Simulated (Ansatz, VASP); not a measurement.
# Two plane-wave programs on GaBiSe4

INCAR

```
PREC = Accurate
ENCUT = 600
EDIFF = 1E-7
ISMEAR = 0
SIGMA = 0.15
LREAL = F
LASPH = T
NELM = 60
ALGO = Normal
ISIF = 3
LWAVE = F
LCHARG = F
GGA = PE
IBRION = 2
NSW = 36
EDIFFG = -0.08
```

Contents of KPOINTS:

```
regular mesh
0
Gamma
  2 2 3
```

POSCAR

```
GaBiSe4
1.0
    5.5993020400      0.0000000000      0.0000000000
    0.0000000000      5.5993020400      0.0000000000
    0.0000000000      0.0000000000      5.1263937000
Ga Bi Se
1 1 4
Direct
    0.5000000000      0.5000000000      0.1053945200
    0.5000000000      0.5000000000      0.5734934700
    0.2562104100      0.2562104100      0.3347577300
    0.7437895900      0.7437895900      0.3347577300
    0.7437895900      0.2562104100      0.3347577300
    0.2562104100      0.7437895900      0.3347577300
```

Input for Ansatz:

```yaml
crystal:
  lattice:
    - [5.59930204, 0.0, 0.0]
    - [0.0, 5.59930204, 0.0]
    - [0.0, 0.0, 5.1263937]
  atoms:
    - { symbol: Ga, position: [0.5, 0.5, 0.10539452] }
    - { symbol: Bi, position: [0.5, 0.5, 0.57349347] }
    - { symbol: Se, position: [0.25621041, 0.25621041, 0.33475773] }
    - { symbol: Se, position: [0.74378959, 0.74378959, 0.33475773] }
    - { symbol: Se, position: [0.74378959, 0.25621041, 0.33475773] }
    - { symbol: Se, position: [0.25621041, 0.74378959, 0.33475773] }
basis:
  ecutwfc: 420
kpoints:
  mp_grid: { grid: [2, 2, 3] }
hamiltonian:
  xc: pbe
scf:
  occupations: { method: gaussian, width: 0.15 }
  lower_state_search: "off"
output:
  forces: true
  stress: true
  eigenvalues: true
relax:
  adjacent_minimum: "off"
  f_tol: 0.08
  max_steps: 16
  cell: { stress_tol: 0.8 }
```

Alike in both runs: task relaxation of cell and atoms; functional PBE; k mesh 2 × 2 × 3; occupations gaussian, width 0.15 eV; no spin polarisation.

```csv
,VASP,Ansatz
version,VASP 6.6.1,Ansatz 0.2.0
potentials or method,"VASP PAW PBE potentials, release 64 (Ga_d, Bi_d, Se), cutoff 600 eV","scalar-relativistic, plane waves, PAW"
valence electrons in the cell,52,92
```

```tsv
	VASP	Ansatz	Ansatz less VASP
gap on the k mesh at the Fermi level, each at its own relaxed structure (eV)	none	none	-
relaxed volume (Å³/atom)	41.12	41.69	+0.573
relaxed cell length with the largest relative difference (Å)	6.894	6.977	+0.0834
```

A gap of «none» marks a metal or a gap that the smearing closes. VASP's potentials hold 52 valence electrons a cell and Ansatz's 92, so a difference there can come from the potentials and not from the codes.

The k mesh is coarse, so the values compare programs but aren't converged. Neither program's run includes spin-orbit coupling. Noted on VASP's run: the volume moved by over 15 % at a fixed basis, so the end points are rough.
